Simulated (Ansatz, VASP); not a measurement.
Two plane-wave programs on AlCu3

```xyz
4
Lattice="3.6319 0.0000 0.0000 0.0000 3.6319 0.0000 0.0000 0.0000 3.6319" Properties=species:S:1:pos:R:3 pbc="T T T"
Al   -0.2625    0.0000    0.0000
Cu    1.8159    1.8159    0.0000
Cu    1.8159    0.0000    1.8159
Cu    0.0000    1.8159    1.8159
```

Alike in both runs: task single point; functional PBEsol; k mesh 14 × 14 × 14; occupations gaussian, width 0.15 eV; no spin polarisation.

```csv
,VASP,Ansatz
version,VASP 6.6.1,Ansatz 0.2.0
potentials or method,"VASP PAW PBE potentials, release 64 (Al, Cu), cutoff 520 eV","scalar-relativistic, plane waves, PAW"
valence electrons in the cell,36,60
```

```tsv
	VASP	Ansatz	Ansatz less VASP
gap on the k mesh at the Fermi level (eV)	none	none	-
pressure (GPa)	3.0	2.6	-0.32
traceless stress, the component that is largest in VASP (GPa)	-0.39	-0.36	+0.025
rms of the force components (eV/Å)	0.699	0.695	-0.0042
```

VASP's potentials were made for PBE, not for PBEsol. Atom by atom the forces differ by 0.004 eV/Å (rms over components). A gap of «none» marks a metal or a gap that the smearing closes. With one functional, cell and mesh, what is left measures potentials, basis and numerics. VASP's potentials hold 36 valence electrons a cell and Ansatz's 60, so a difference there can come from the potentials and not from the codes.
